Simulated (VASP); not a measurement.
## Rh: single point with r2SCAN

Rh:

```xyz
1
Lattice="0.0000 1.9000 1.9000 1.9000 0.0000 1.9000 1.9000 1.9000 0.0000" Properties=species:S:1:pos:R:3 pbc="T T T"
Rh    0.0000    0.0000    0.0000
```

| Quantity | Value |
| --- | --- |
| Program | VASP 6.6.1 |
| Task | single point |
| Functional | r2SCAN |
| Potentials or basis | VASP PAW PBE potentials, release 64 (Rh_pv) |
| Cutoff | 520 eV |
| k mesh | 18 × 18 × 18 |
| Occupations | gaussian, width 0.05 eV |
| Spin | no spin polarisation |

| Item | Value |
| --- | --- |
| Pressure | 1.1 GPa |

Levels at points of the mesh, in eV from the Fermi level:
| k point | band 3 | band 4 | band 5 | band 6 | band 7 | band 8 | band 9 | band 10 | band 11 | band 12 |
| --- | --- | --- | --- | --- | --- | --- | --- | --- | --- | --- |
| (0.00, 0.00, 0.00) | -47.81 | -8.21 | -3.20 | -3.20 | -3.20 | -1.09 | -1.09 | 16.70 | 17.36 | 22.47 |
| (0.50, 0.00, 0.00) | -47.92 | -6.37 | -3.31 | -3.31 | 0.58 | 0.58 | 0.89 | 9.10 | 16.26 | 17.36 |
| (0.50, 0.50, 0.00) | -48.10 | -6.58 | -6.21 | 0.50 | 1.04 | 1.04 | 3.48 | 12.89 | 14.01 | 14.01 |

Run time: 66 s on 1 thread of AMD EPYC 9R45 (Zen 5), on a shared host, peak memory 0.12 GiB.

Caveat: the PAW data sets were made with another functional, which shifts forces and pressure a little.
